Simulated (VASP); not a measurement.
# KCl (I-4m2) in VASP: single point with HSE06

Aim: the single point of KCl with HSE06.

All numbers are computed with VASP 6.6.1; they aren't measurements. Logs are shortened: lines on timing, memory, paths and dates and some standing lists are left out, and cuts for length are marked.

## 1. The cell of the first run

Symmetry: I-4m2, No. 119, tetragonal system. Conventional cell: a = 4.847 Å, b = 4.847 Å, c = 7.300 Å, α = 90.00°, β = 90.00°, γ = 90.00°. Within 4.0 Å of K (site symmetry -4m2) lie 4 Cl at 3.03 Å. Within 4.0 Å of Cl (site symmetry -4m2) lie 4 K at 3.03 Å.

## 2. Single point, HSE06 (epitaxial xy strain -2.3%)

Input file POSCAR:

```
KCl
1.0
    0.0000000000      3.4273167819      3.6498790802
    3.4273167819      0.0000000000      3.6498790802
    3.4273167819      3.4273167819      0.0000000000
K Cl
1 1
Direct
    0.0000000000      0.0000000000      0.0000000000
    0.2500000000      0.2500000000      0.2500000000
```

Input file INCAR.step1:

```
SYSTEM = KCl
PREC = Accurate
ENCUT = 400
EDIFF = 1E-5
ISMEAR = 0
SIGMA = 0.01
LREAL = .FALSE.
LASPH = .TRUE.
NELM = 120
ALGO = Normal
ISIF = 2
LWAVE = .TRUE.
LCHARG = .FALSE.
GGA = PE
NBANDS = 15
GGA_COMPAT = .FALSE.
```

Input file INCAR.step2:

```
SYSTEM = KCl
PREC = Accurate
ENCUT = 400
EDIFF = 1E-6
ISMEAR = 0
SIGMA = 0.01
LREAL = .FALSE.
LASPH = .TRUE.
NELM = 120
ALGO = Normal
ISIF = 2
LWAVE = .FALSE.
LCHARG = .FALSE.
GGA = PE
LHFCALC = .TRUE.
HFSCREEN = 0.2079
PRECFOCK = Normal
ISTART = 1
NBANDS = 15
GGA_COMPAT = .FALSE.
```

Input file KPOINTS:

```
regular mesh
0
G
  4 4 4
  0 0 0
```

Potentials or basis: VASP PAW PBE potentials, release 64 (K_sv, Cl).

On the command line:

```sh
cat potpaw_PBE.64/K_sv/POTCAR potpaw_PBE.64/Cl/POTCAR > POTCAR
cp INCAR.step1 INCAR
mpirun -np 1 vasp_std > vasp.out
cp INCAR.step2 INCAR
mpirun -np 1 vasp_std > vasp.out
```

OUTCAR:

```text
SYSTEM = KCl
   PREC = Accurate
   ENCUT = 400
   EDIFF = 1E-6
   ISMEAR = 0
   LREAL = .FALSE.
   LASPH = .TRUE.
   NELM = 120
   ISIF = 2
   GGA = PE
   LHFCALC = .TRUE.
   HFSCREEN = 0.2079
   PRECFOCK = Normal
   ISTART = 1

 ion  position               nearest neighbor table
   1  0.000  0.000  0.000-   2 3.03   2 3.03   2 3.03   2 3.03
   2  0.250  0.250  0.250-   1 3.03   1 3.03   1 3.03   1 3.03

  LATTYP: Found a body centered tetragonal cell.
 ALAT       =     4.8469578755
 C/A-ratio  =     1.5060494330

  Lattice vectors:

 A1 = (  -3.4273167819,   0.0000000000,   3.6498790802)
 A2 = (   3.4273167819,   0.0000000000,   3.6498790802)
 A3 = (   0.0000000000,   3.4273167819,  -3.6498790802)

Analysis of symmetry for initial positions (statically):
=====================================================================
 Subroutine PRICEL returns:
 Original cell was already a primitive cell.

 Routine SETGRP: Setting up the symmetry group for a
 body centered tetragonal supercell.

 Subroutine GETGRP returns: Found  8 space group operations
 (whereof  8 operations were pure point group operations)
 out of a pool of 16 trial point group operations.

The static configuration has the point symmetry D_2d.

Analysis of symmetry for dynamics (positions and initial velocities):
=====================================================================
 Subroutine PRICEL returns:
 Original cell was already a primitive cell.

 Routine SETGRP: Setting up the symmetry group for a
 body centered tetragonal supercell.

 Subroutine GETGRP returns: Found  8 space group operations
 (whereof  8 operations were pure point group operations)
 out of a pool of 16 trial point group operations.

The dynamic configuration has the point symmetry D_2d.

 Subroutine INISYM returns: Found  8 space group operations
 (whereof  8 operations are pure point group operations),
 and found     1 'primitive' translations

----------------------------------------------------------------------------------------

                                     Primitive cell

  volume of cell :      85.7466

  direct lattice vectors                    reciprocal lattice vectors
     0.000000000  3.427316782  3.649879080    -0.145886719  0.145886719  0.136990840
     3.427316782  0.000000000  3.649879080     0.145886719 -0.145886719  0.136990840
     3.427316782  3.427316782  0.000000000     0.145886719  0.145886719 -0.136990840

  length of vectors
     5.006807129  5.006807129  4.846957876     0.247653709  0.247653709  0.247653709

  position of ions in fractional coordinates (direct lattice)
     0.000000000  0.000000000  0.000000000
     0.250000000  0.250000000  0.250000000

  ion indices of the primitive-cell ions
   primitive index   ion index
                 1           1
                 2           2

----------------------------------------------------------------------------------------

 KPOINTS: regular mesh

Automatic generation of k-mesh.
 Grid dimensions read from file:
 generate k-points for:    4    4    4

 Generating k-lattice:

  Cartesian coordinates                     Fractional coordinates (reciprocal lattice)
    -0.036471680  0.036471680  0.034247710     0.250000000 -0.000000000  0.000000000
     0.036471680 -0.036471680  0.034247710    -0.000000000  0.250000000  0.000000000
     0.036471680  0.036471680 -0.034247710     0.000000000  0.000000000  0.250000000

  Length of vectors
     0.061913427  0.061913427  0.061913427

  Shift w.r.t. Gamma in fractional coordinates (k-lattice)
     0.000000000  0.000000000  0.000000000

 Subroutine IBZKPT returns following result:
 ===========================================

 Found     13 irreducible k-points:

 Following reciprocal coordinates:
            Coordinates               Weight
  0.000000  0.000000  0.000000      1.000000
  0.250000 -0.000000  0.000000      8.000000
  0.500000 -0.000000  0.000000      4.000000
  0.250000  0.250000  0.000000      2.000000
  0.500000  0.250000  0.000000      8.000000
 -0.250000  0.250000  0.000000      4.000000
  0.500000  0.500000  0.000000      1.000000
  0.250000  0.000000  0.250000      4.000000
  0.500000 -0.000000  0.250000     16.000000
 -0.250000  0.000000  0.250000      8.000000
 -0.250000  0.500000  0.250000      4.000000
  0.500000  0.000000  0.500000      2.000000
 -0.250000  0.250000  0.500000      2.000000
   k-points           NKPTS =     13   k-points in BZ     NKDIM =     64   number of bands    NBANDS=     15
   number of dos      NEDOS =    301   number of ions     NIONS =      2
   total plane-waves  NPLWV =  41472
   dimension x,y,z NGX =    36 NGY =   36 NGZ =   32
   dimension x,y,z NGXF=    72 NGYF=   72 NGZF=   64
   ions per type =               1   1
   NGX,Y,Z   is equivalent  to a cutoff of  11.95, 11.95, 10.98 a.u.
   NGXF,Y,Z  is equivalent  to a cutoff of  23.91, 23.91, 21.95 a.u.
 SYSTEM =  KCl
   PREC   = accura    normal or accurate (medium, high low for compatibility)
   ISTART =      1    job   : 0-new  1-cont  2-samecut
   ICHARG =      0    charge: 1-file 2-atom 10-const
   ISPIN  =      1    spin polarized calculation?
   LNONCOLLINEAR =      F non collinear calculations
   LSORBIT =      F    spin-orbit coupling
   LASPH  =      T    aspherical Exc in radial PAW
   ENCUT  =  400.0 eV  29.40 Ry    5.42 a.u.   8.16  8.16  7.90*2*pi/ulx,y,z
   NELM   =    120;   NELMIN=  2; NELMDL=  0     # of ELM steps
   EDIFF  = 0.1E-05   stopping-criterion for ELM
   LREAL  =      F    real-space projection
   EDIFFG = 0.1E-04   stopping-criterion for IOM
   NSW    =      0    number of steps for IOM
   IBRION =     -1    ionic relax: 0-MD 1-quasi-New 2-CG
   NFREE  =      0    steps in history (QN), initial steepest desc. (CG)
   ISIF   =      2    stress and relaxation
   ISYM   =      3    0-nonsym 1-usesym 2-fastsym
   POTIM  = 0.5000    time-step for ionic-motion
   TEBEG  =    0.0;   TEEND  =   0.0 temperature during run
   PSTRESS=    0.0 pullay stress
   NELECT =      16.0000    total number of electrons
   NUPDOWN=      -1.0000    fix difference up-down
   EMIN   =  10.00;   EMAX   =-10.00  energy-range for DOS
   EFERMI =   0.00;   METHOD = LEGACY
   ISMEAR =     0;   SIGMA  =   0.01  broadening in eV -4-tet -1-fermi 0-gaus
   EFERMI_NEDOS =   21; number of points for ismear=-14 and -15
   IALGO  =     38    algorithm
   IMIX   =      1    mixing-type and parameters
     AMIX     =   0.40;   BMIX     =  1.00
     AMIX_MAG =   1.60;   BMIX_MAG =  1.00
  volume/ion in A,a.u.               =      42.87       289.32
  Fermi-wavevector in a.u.,A,eV,Ry     =   0.935497  1.767833 11.907207  0.875155
  Thomas-Fermi vector in A             =   2.062411
   LORBIT       =      0    0 simple, 1 ext, 2 COOP (PROOUT), +10 PAW based schemes
   GGA     = PE    functional components
   LHFCALC =     T    Hartree Fock is set to
   PRECFOCK=normal    Normal, Fast or Accurate (Low or Medium for compatibility)
   ENCUT4O =  -1.0   cutoff for four orbital integrals eV
   NKREDX  =     1    reduce k-point grid by
   NKREDY  =     1    reduce k-point grid by
   NKREDZ  =     1    reduce k-point grid by
   AEXX    =    0.2500 exact exchange contribution
   HFSCREEN=    0.2079 screening length (either q_TF or 0.3 A-1)
   HFSCREENC=   0.2079 screening length for correlation (either q_TF or 0.3 A-1)
   ENCUTFOCK=  -1.0 apply spherical cutoff to Coloumb kernel
   IVDW    =     0    specifies the selected vdW correction
   LEPSILON=     F    determine dielectric tensor
   LRPA    =     F    only Hartree local field effects (RPA)
 non-spin polarized calculation
 Gauss-broadening in eV      SIGMA  =   0.01
  energy-cutoff  :      400.00
  volume of cell :       85.75
 maximum number of plane-waves:      1572
 NGX is ok and might be reduce to    36
  NGX = 28; NGY = 28; NGZ = 24

 number of electron      16.0000001 magnetization

 Free energy of the ion-electron system (eV)
  ---------------------------------------------------
  ext. energy  EPLUGINS =         0.00000000
  ---------------------------------------------------
  free energy    TOTEN  =        -7.66146032 eV

  energy without entropy =       -7.66146032  energy(sigma->0) =       -7.66146032

 E-fermi :  -4.0442     XC(G=0):  -5.1718

 val. band max:       -4.1370713205   @ k =   0.5000   0.5000   0.0000
 cond. band min:       1.8565162418   @ k =   0.0000   0.0000   0.0000
 fundamental gap:      5.9935875623
 Fermi energy:        -4.0442247742

 k-point     1 :       0.0000    0.0000    0.0000
  band No.  band energies     occupation
      1     -33.4666      2.00000
      2     -17.0387      2.00000
      3     -15.6113      2.00000
      4     -15.6113      2.00000
      5     -15.6042      2.00000
      6      -4.2237      2.00000
      7      -4.1932      2.00000
      8      -4.1932      2.00000
      9       1.8565      0.00000
     10       6.5741      0.00000
     11       7.0792      0.00000
     12       7.5817      0.00000
     13       7.9314      0.00000
     14       7.9314      0.00000
     15       8.6081      0.00000

 k-point     2 :       0.2500   -0.0000    0.0000
  band No.  band energies     occupation
      1     -33.4650      2.00000
      2     -17.1224      2.00000
      3     -15.6160      2.00000
      4     -15.6143      2.00000
      5     -15.5127      2.00000
      6      -4.3830      2.00000
      7      -4.2082      2.00000
      8      -4.1703      2.00000
      9       2.7644      0.00000
     10       6.1756      0.00000
     11       6.5115      0.00000
     12       6.6713      0.00000
     13       7.8545      0.00000
     14       8.3734      0.00000
     15       8.3815      0.00000
[... 167 lines left out ...]
      3     -15.6468      2.00000
      4     -15.6294      2.00000
      5     -15.3663      2.00000
      6      -4.5732      2.00000
      7      -4.1921      2.00000
      8      -4.1843      2.00000
      9       3.8225      0.00000
     10       4.8886      0.00000
     11       7.3624      0.00000
     12       7.6102      0.00000
     13       7.8868      0.00000
     14       8.0649      0.00000
     15       8.3893      0.00000

 k-point    13 :      -0.2500    0.2500    0.5000
  band No.  band energies     occupation
      1     -33.4621      2.00000
      2     -17.2283      2.00000
      3     -15.6557      2.00000
      4     -15.6297      2.00000
      5     -15.3587      2.00000
      6      -4.4223      2.00000
      7      -4.3415      2.00000
      8      -4.1938      2.00000
      9       3.9905      0.00000
     10       4.8810      0.00000
     11       6.9100      0.00000
     12       7.2743      0.00000
     13       7.6785      0.00000
     14       8.2171      0.00000
     15       8.8469      0.00000

------------------------ aborting loop because EDIFF is reached ----------------------------------------

  FORCE on cell =-STRESS in cart. coord.  units (eV):
  Direction    XX          YY          ZZ          XY          YZ          ZX
  --------------------------------------------------------------------------------------
  -------------------------------------------------------------------------------------
  Total        0.1381574      0.1381574      0.0941054      0.0000000      0.0000000      0.0000000
  in kB        2.5814738      2.5814738      1.7583607      0.0000000      0.0000000      0.0000000
  external PRESSURE =       2.3071027 kB  Pullay stress =       0.0000000 kB

 VOLUME and BASIS-vectors are now :
 -----------------------------------------------------------------------------
  energy-cutoff  :      400.00
  volume of cell :       85.75
      direct lattice vectors                 reciprocal lattice vectors
     0.000000000  3.427316782  3.649879080    -0.145886719  0.145886719  0.136990840
     3.427316782  0.000000000  3.649879080     0.145886719 -0.145886719  0.136990840
     3.427316782  3.427316782  0.000000000     0.145886719  0.145886719 -0.136990840

 POSITION                                       TOTAL-FORCE (eV/Angst)
 -----------------------------------------------------------------------------------
      0.00000      0.00000      0.00000        -0.000000     -0.000000      0.000000
      1.71366      1.71366      1.82494         0.000000      0.000000     -0.000000
 -----------------------------------------------------------------------------------
    total drift:                               -0.000000      0.000000     -0.000001

  FREE ENERGIE OF THE ION-ELECTRON SYSTEM (eV)
  ---------------------------------------------------
  free  energy   TOTEN  =        -7.6614603230 eV

  energy  without entropy=       -7.6614603230  energy(sigma->0) =       -7.66146032
```

Wall time 18 min (1 thread of Intel Xeon Platinum 8259CL at 2.50GHz (Skylake/Cascade Lake), shared host); peak memory 0.3 GiB.

Results:

- Free energy: -7.6615 eV
- Pressure: 0.2 GPa
- Band gap on the k mesh: 5.99 eV (least direct gap 6.05 eV)

Stress tensor (GPa, compression positive):
```
0.26 0.00 0.00
0.00 0.26 0.00
0.00 0.00 0.18
```

Levels at points of the mesh, in eV from the valence-band top:
```
           k point  band 4  band 5  band 6  band 7  band 8  band 9  band 10  band 11  band 12  band 13
(0.00, 0.00, 0.00)  -11.47  -11.47   -0.09   -0.06   -0.06    5.99    10.71    11.22    11.72    12.07
(0.50, 0.00, 0.00)  -11.48  -11.29   -0.38   -0.07   -0.01    8.53     8.74    10.30    10.56    12.02
(0.50, 0.50, 0.00)  -11.50  -11.19   -0.47    0.00    0.00    7.86     8.94    11.18    11.94    11.95
(0.50, 0.00, 0.50)  -11.49  -11.23   -0.44   -0.05   -0.05    7.96     9.03    11.50    11.75    12.02
```

Caveat: the cell differs from its parent crystal (epitaxial xy strain -2.3%); the PAW data sets were made with another functional, which shifts forces and pressure a little. A k mesh can miss the band edges.
